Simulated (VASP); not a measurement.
# BaZrO3 (Pm-3m) in VASP: notebook

BaZrO3 is run at these levels: PBEsol; tasks: single point.

All numbers are computed with VASP 6.6.1; they aren't measurements. Logs are shortened: lines on timing, memory, paths and dates and some standing lists are left out, and cuts for length are marked.

## (1) The cell of the first run

It takes space group Pm-3m (No. 221, cubic). The conventional cell has a = 4.141 Å, b = 4.141 Å, c = 4.141 Å, α = 90.00°, β = 90.00°, γ = 90.00°. Ba (site symmetry m-3m) has 12 O at 2.93 Å and 8 Zr at 3.59 Å within 3.9 Å. Zr (site symmetry m-3m) has 6 O at 2.07 Å within 2.7 Å. O (site symmetry 4/mmm) has 2 Zr at 2.07 Å within 2.7 Å.

## (2) Single point, PBEsol

Input file INCAR:

```
PREC = Accurate
ENCUT = 520
EDIFF = 1E-6
ISMEAR = 0
SIGMA = 0.02
LREAL = F
LASPH = T
NELM = 100
ALGO = Normal
ISIF = 2
LWAVE = F
LCHARG = T
GGA = PS
LELF = T
LVHAR = T
NBANDS = 28
```

Input file KPOINTS:

```
Automatic mesh
0
Gamma
  6 6 6
```

Input file POSCAR:

```
BaZrO3
1.0
    4.1410321819      0.0000000000      0.0000000000
    0.0000000000      4.1410321819      0.0000000000
    0.0000000000      0.0000000000      4.1410321819
Ba Zr O
1 1 3
Direct
    0.0000000000      0.0000000000      0.0000000000
    0.5000000000      0.5000000000      0.5000000000
    0.5000000000      0.0000000000      0.5000000000
    0.5000000000      0.5000000000      0.0000000000
    0.0000000000      0.5000000000      0.5000000000
```

Potentials or basis: VASP PAW PBE potentials, release 64 (Ba_sv, Zr_sv, O).

Launch:

```sh
cat potpaw_PBE.64/Ba_sv/POTCAR potpaw_PBE.64/Zr_sv/POTCAR potpaw_PBE.64/O/POTCAR > POTCAR
mpirun -np 1 vasp_std > vasp.out
```

OUTCAR:

```text
PREC = Accurate
   ENCUT = 520
   EDIFF = 1E-6
   ISMEAR = 0
   LREAL = F
   LASPH = T
   NELM = 100
   ISIF = 2
   GGA = PS

 ion  position               nearest neighbor table
   1  0.000  0.000  0.000-   3 2.93   4 2.93   5 2.93   3 2.93   5 2.93   4 2.93   5 2.93   5 2.93
                             3 2.93   4 2.93   3 2.93   4 2.93   2 3.59   2 3.59   2 3.59   2 3.59
   2  0.500  0.500  0.500-   3 2.07   4 2.07   5 2.07   4 2.07   3 2.07   5 2.07   1 3.59   1 3.59
                             1 3.59   1 3.59   1 3.59   1 3.59   1 3.59   1 3.59
   3  0.500  0.000  0.500-   2 2.07   2 2.07   1 2.93   1 2.93   1 2.93   1 2.93
   4  0.500  0.500  0.000-   2 2.07   2 2.07   1 2.93   1 2.93   1 2.93   1 2.93
   5  0.000  0.500  0.500-   2 2.07   2 2.07   1 2.93   1 2.93   1 2.93   1 2.93

  LATTYP: Found a simple cubic cell.
 ALAT       =     4.1410321819

  Lattice vectors:

 A1 = (   4.1410321819,   0.0000000000,   0.0000000000)
 A2 = (   0.0000000000,   4.1410321819,   0.0000000000)
 A3 = (   0.0000000000,   0.0000000000,   4.1410321819)

Analysis of symmetry for initial positions (statically):
=====================================================================
 Subroutine PRICEL returns:
 Original cell was already a primitive cell.

 Routine SETGRP: Setting up the symmetry group for a
 simple cubic supercell.

 Subroutine GETGRP returns: Found 48 space group operations
 (whereof 48 operations were pure point group operations)
 out of a pool of 48 trial point group operations.

The static configuration has the point symmetry O_h .

Analysis of symmetry for dynamics (positions and initial velocities):
=====================================================================
 Subroutine PRICEL returns:
 Original cell was already a primitive cell.

 Routine SETGRP: Setting up the symmetry group for a
 simple cubic supercell.

 Subroutine GETGRP returns: Found 48 space group operations
 (whereof 48 operations were pure point group operations)
 out of a pool of 48 trial point group operations.

The dynamic configuration has the point symmetry O_h .

 Subroutine INISYM returns: Found 48 space group operations
 (whereof 48 operations are pure point group operations),
 and found     1 'primitive' translations

----------------------------------------------------------------------------------------

                                     Primitive cell

  volume of cell :      71.0110

  direct lattice vectors                    reciprocal lattice vectors
     4.141032182  0.000000000  0.000000000     0.241485687  0.000000000  0.000000000
     0.000000000  4.141032182  0.000000000     0.000000000  0.241485687  0.000000000
     0.000000000  0.000000000  4.141032182     0.000000000  0.000000000  0.241485687

  length of vectors
     4.141032182  4.141032182  4.141032182     0.241485687  0.241485687  0.241485687

  position of ions in fractional coordinates (direct lattice)
     0.000000000  0.000000000  0.000000000
     0.500000000  0.500000000  0.500000000
     0.500000000  0.000000000  0.500000000
     0.500000000  0.500000000  0.000000000
     0.000000000  0.500000000  0.500000000

  ion indices of the primitive-cell ions
   primitive index   ion index
                 1           1
                 2           2
                 3           3
                 4           4
                 5           5

----------------------------------------------------------------------------------------

 KPOINTS: Automatic mesh

Automatic generation of k-mesh.
 Grid dimensions read from file:
 generate k-points for:    6    6    6

 Generating k-lattice:

  Cartesian coordinates                     Fractional coordinates (reciprocal lattice)
     0.040247614  0.000000000  0.000000000     0.166666667  0.000000000  0.000000000
     0.000000000  0.040247614  0.000000000     0.000000000  0.166666667  0.000000000
     0.000000000  0.000000000  0.040247614     0.000000000  0.000000000  0.166666667

  Length of vectors
     0.040247614  0.040247614  0.040247614

  Shift w.r.t. Gamma in fractional coordinates (k-lattice)
     0.000000000  0.000000000  0.000000000

 Subroutine IBZKPT returns following result:
 ===========================================

 Found     20 irreducible k-points:

 Following reciprocal coordinates:
            Coordinates               Weight
  0.000000  0.000000  0.000000      1.000000
  0.166667  0.000000  0.000000      6.000000
  0.333333  0.000000  0.000000      6.000000
  0.500000  0.000000  0.000000      3.000000
  0.166667  0.166667  0.000000     12.000000
  0.333333  0.166667  0.000000     24.000000
[... 12 lines left out ...]
  0.500000  0.500000  0.333333      6.000000
  0.500000  0.500000  0.500000      1.000000
   k-points           NKPTS =     20   k-points in BZ     NKDIM =     20   number of bands    NBANDS=     28
   number of dos      NEDOS =    301   number of ions     NIONS =      5
   total plane-waves  NPLWV =  32768
   dimension x,y,z NGX =    32 NGY =   32 NGZ =   32
   dimension x,y,z NGXF=    64 NGYF=   64 NGZF=   64
   ions per type =               1   1   3
   NGX,Y,Z   is equivalent  to a cutoff of  12.85, 12.85, 12.85 a.u.
   NGXF,Y,Z  is equivalent  to a cutoff of  25.69, 25.69, 25.69 a.u.
 SYSTEM =  unknown system
   PREC   = accura    normal or accurate (medium, high low for compatibility)
   ISTART =      0    job   : 0-new  1-cont  2-samecut
   ICHARG =      2    charge: 1-file 2-atom 10-const
   ISPIN  =      1    spin polarized calculation?
   LNONCOLLINEAR =      F non collinear calculations
   LSORBIT =      F    spin-orbit coupling
   LASPH  =      T    aspherical Exc in radial PAW
   ENCUT  =  520.0 eV  38.22 Ry    6.18 a.u.   7.70  7.70  7.70*2*pi/ulx,y,z
   NELM   =    100;   NELMIN=  2; NELMDL= -5     # of ELM steps
   EDIFF  = 0.1E-05   stopping-criterion for ELM
   LREAL  =      F    real-space projection
   EDIFFG = 0.1E-04   stopping-criterion for IOM
   NSW    =      0    number of steps for IOM
   IBRION =     -1    ionic relax: 0-MD 1-quasi-New 2-CG
   NFREE  =      0    steps in history (QN), initial steepest desc. (CG)
   ISIF   =      2    stress and relaxation
   ISYM   =      2    0-nonsym 1-usesym 2-fastsym
   POTIM  = 0.5000    time-step for ionic-motion
   TEBEG  =    0.0;   TEEND  =   0.0 temperature during run
   PSTRESS=    0.0 pullay stress
   NELECT =      40.0000    total number of electrons
   NUPDOWN=      -1.0000    fix difference up-down
   EMIN   =  10.00;   EMAX   =-10.00  energy-range for DOS
   EFERMI =   0.00;   METHOD = LEGACY
   ISMEAR =     0;   SIGMA  =   0.02  broadening in eV -4-tet -1-fermi 0-gaus
   EFERMI_NEDOS =   21; number of points for ismear=-14 and -15
   IALGO  =     38    algorithm
   IMIX   =      4    mixing-type and parameters
     AMIX     =   0.40;   BMIX     =  1.00
     AMIX_MAG =   1.60;   BMIX_MAG =  1.00
  volume/ion in A,a.u.               =      14.20        95.84
  Fermi-wavevector in a.u.,A,eV,Ry     =   1.352030  2.554966 24.871235  1.827984
  Thomas-Fermi vector in A             =   2.479402
   LORBIT       =      0    0 simple, 1 ext, 2 COOP (PROOUT), +10 PAW based schemes
   GGA     = PS    functional components
   LHFCALC =     F    Hartree Fock is set to
   AEXX    =    0.0000 exact exchange contribution
   IVDW    =     0    specifies the selected vdW correction
   LEPSILON=     F    determine dielectric tensor
   LRPA    =     F    only Hartree local field effects (RPA)
 non-spin polarized calculation
 Gauss-broadening in eV      SIGMA  =   0.02
  energy-cutoff  :      520.00
  volume of cell :       71.01
 maximum number of plane-waves:      1936
 NGX is ok and might be reduce to    32
   NGX = 15   NGY = 15   NGZ = 15

 number of electron      40.0000018 magnetization

 Free energy of the ion-electron system (eV)
  ---------------------------------------------------
  ext. energy  EPLUGINS =         0.00000000
  ---------------------------------------------------
  free energy    TOTEN  =       -43.57150828 eV

  energy without entropy =      -43.57150828  energy(sigma->0) =      -43.57150828

 E-fermi :   4.1421     XC(G=0): -11.2063

 val. band max:        3.8980308681   @ k =   0.5000   0.5000   0.5000
 cond. band min:       7.0763661479   @ k =   0.0000   0.0000   0.0000
 fundamental gap:      3.1783352798
 Fermi energy:         4.1420862160

 k-point     1 :       0.0000    0.0000    0.0000
  band No.  band energies     occupation
      1     -42.7529      2.00000
      2     -21.2381      2.00000
      3     -21.0166      2.00000
      4     -21.0166      2.00000
      5     -21.0166      2.00000
      6     -12.4512      2.00000
[... 20 lines left out ...]
     27      11.7551      0.00000
     28      11.7551      0.00000

 k-point     2 :       0.1667    0.0000    0.0000
  band No.  band energies     occupation
      1     -42.7518      2.00000
      2     -21.3113      2.00000
      3     -21.0144      2.00000
      4     -21.0144      2.00000
      5     -21.0018      2.00000
      6     -12.4714      2.00000
[... 20 lines left out ...]
     27      11.7573      0.00000
     28      12.2845      0.00000

 k-point     3 :       0.3333    0.0000    0.0000
  band No.  band energies     occupation
      1     -42.7497      2.00000
      2     -21.4525      2.00000
      3     -21.0100      2.00000
      4     -21.0100      2.00000
      5     -20.9700      2.00000
      6     -12.6065      2.00000
[... 20 lines left out ...]
     27      11.7557      0.00000
     28      11.9983      0.00000

 k-point     4 :       0.5000    0.0000    0.0000
  band No.  band energies     occupation
      1     -42.7486      2.00000
      2     -21.5202      2.00000
      3     -21.0078      2.00000
      4     -21.0078      2.00000
      5     -20.9534      2.00000
      6     -12.6791      2.00000
[... 454 lines left out ...]
     27      12.3491      0.00000
     28      13.0742      0.00000

 k-point    19 :       0.5000    0.5000    0.3333
  band No.  band energies     occupation
      1     -42.7413      2.00000
      2     -21.3018      2.00000
      3     -21.3018      2.00000
      4     -21.2277      2.00000
      5     -21.0894      2.00000
      6     -11.4222      2.00000
[... 20 lines left out ...]
     27      12.6254      0.00000
     28      13.4353      0.00000

 k-point    20 :       0.5000    0.5000    0.5000
  band No.  band energies     occupation
      1     -42.7402      2.00000
      2     -21.2987      2.00000
      3     -21.2987      2.00000
      4     -21.2987      2.00000
      5     -21.0783      2.00000
      6     -11.0924      2.00000
[... 20 lines left out ...]
     27      13.3020      0.00000
     28      13.3020      0.00000

------------------------ aborting loop because EDIFF is reached ----------------------------------------

  FORCE on cell =-STRESS in cart. coord.  units (eV):
  Direction    XX          YY          ZZ          XY          YZ          ZX
  --------------------------------------------------------------------------------------
  -------------------------------------------------------------------------------------
  Total        2.7836671      2.7836671      2.7836671      0.0000000      0.0000000     -0.0000000
  in kB       62.8061351     62.8061351     62.8061351      0.0000000      0.0000000     -0.0000000
  external PRESSURE =      62.8061351 kB  Pullay stress =       0.0000000 kB

 VOLUME and BASIS-vectors are now :
 -----------------------------------------------------------------------------
  energy-cutoff  :      520.00
  volume of cell :       71.01
      direct lattice vectors                 reciprocal lattice vectors
     4.141032182  0.000000000  0.000000000     0.241485687  0.000000000  0.000000000
     0.000000000  4.141032182  0.000000000     0.000000000  0.241485687  0.000000000
     0.000000000  0.000000000  4.141032182     0.000000000  0.000000000  0.241485687

 POSITION                                       TOTAL-FORCE (eV/Angst)
 -----------------------------------------------------------------------------------
      0.00000      0.00000      0.00000         0.000000      0.000000      0.000000
      2.07052      2.07052      2.07052         0.000000      0.000000      0.000000
      2.07052      0.00000      2.07052         0.000000      0.000000      0.000000
      2.07052      2.07052      0.00000         0.000000      0.000000      0.000000
      0.00000      2.07052      2.07052         0.000000      0.000000      0.000000
 -----------------------------------------------------------------------------------
    total drift:                                0.000000     -0.000000     -0.000000

  FREE ENERGIE OF THE ION-ELECTRON SYSTEM (eV)
  ---------------------------------------------------
  free  energy   TOTEN  =       -43.5715082785 eV

  energy  without entropy=      -43.5715082785  energy(sigma->0) =      -43.57150828
```

Run time: 18 s. Hardware: 1 thread of Intel Xeon Platinum 8559C (Emerald Rapids), shared host; peak memory 0.2 GiB.

What came out:

* Free energy: -43.5715 eV
* Pressure: 6.3 GPa
* Band gap on the k mesh: 3.18 eV, indirect (least direct gap 3.35 eV)

Levels at points of the mesh, in eV from the valence-band top:
| k point | band 16 | band 17 | band 18 | band 19 | band 20 | band 21 | band 22 | band 23 | band 24 | band 25 |
| --- | --- | --- | --- | --- | --- | --- | --- | --- | --- | --- |
| (0.00, 0.00, 0.00) | -1.06 | -1.06 | -0.17 | -0.17 | -0.17 | 3.18 | 3.18 | 3.18 | 4.58 | 4.58 |
| (0.50, 0.00, 0.00) | -1.82 | -1.81 | -1.81 | -0.39 | -0.39 | 3.67 | 5.92 | 5.92 | 6.50 | 6.78 |
| (0.50, 0.50, 0.00) | -2.57 | -0.93 | -0.93 | -0.69 | -0.08 | 5.89 | 5.89 | 6.62 | 6.67 | 7.94 |
| (0.50, 0.50, 0.50) | -2.58 | -2.58 | 0.00 | 0.00 | 0.00 | 6.04 | 6.04 | 6.04 | 7.31 | 7.31 |

Caveat: the PAW data sets were made with another functional, which shifts forces and pressure a little; spin-orbit coupling is left out, which moves the levels of the heavy elements. A k mesh can miss the band edges.

## (3) Single point, PBEsol

This run uses another cell than the first one, of 14.44 Å³/atom, 1.017 times its volume.

Input file INCAR:

```
  ALGO = Normal
  EDIFF = 1E-6
  ENCUT = 520
  GGA = PS
  ISIF = 2
  ISMEAR = 0
  LASPH = T
  LCHARG = F
  LREAL = F
  LWAVE = F
  NBANDS = 28
  NELM = 80
  PREC = Accurate
  SIGMA = 0.02
```

Input file KPOINTS:

```
k-points
0
Gamma
  6 6 6
```

POSCAR, as its differences from that of step 2:

```diff
@@ -2,5 +2,5 @@
 1.0
-    4.1410321819      0.0000000000      0.0000000000
-    0.0000000000      4.1410321819      0.0000000000
-    0.0000000000      0.0000000000      4.1410321819
+    4.1636966859      0.0000000000      0.0000000000
+    0.0000000000      4.1636966859      0.0000000000
+    0.0000000000      0.0000000000      4.1636966859
 Ba Zr O
```

Potentials or basis: VASP PAW PBE potentials, release 64 (Ba_sv, Zr_sv, O).

Launch:

```sh
cat potpaw_PBE.64/Ba_sv/POTCAR potpaw_PBE.64/Zr_sv/POTCAR potpaw_PBE.64/O/POTCAR > POTCAR
mpirun -np 1 vasp_std > vasp.out
```

Run time: 20 s. Hardware: 1 thread of Intel Xeon Platinum 8559C (Emerald Rapids), shared host; peak memory 0.19 GiB.

It converged, with:

```yaml
Free_energy: -43.6075 eV
Pressure: 3.3 GPa
Band_gap_on_the_k_mesh: 3.15 eV, indirect (least direct gap 3.34 eV)
```

Levels at points of the mesh, in eV from the valence-band top:
```csv
k point,band 16,band 17,band 18,band 19,band 20,band 21,band 22,band 23,band 24,band 25
"(0.00, 0.00, 0.00)",-1.03,-1.03,-0.20,-0.20,-0.20,3.15,3.15,3.15,4.56,4.56
"(0.50, 0.00, 0.00)",-1.79,-1.79,-1.77,-0.42,-0.42,3.62,5.82,5.82,6.44,6.70
"(0.50, 0.50, 0.00)",-2.51,-0.94,-0.94,-0.74,-0.08,5.78,5.78,6.53,6.57,7.81
"(0.50, 0.50, 0.50)",-2.57,-2.57,0.00,0.00,0.00,5.98,5.98,5.98,7.17,7.17
```

Caveat: the PAW data sets were made with another functional, which shifts forces and pressure a little; spin-orbit coupling is left out, which moves the levels of the heavy elements. A hybrid or GW would open this gap; PBEsol tends to underestimate it.

(Continued in part 2 of 2.)
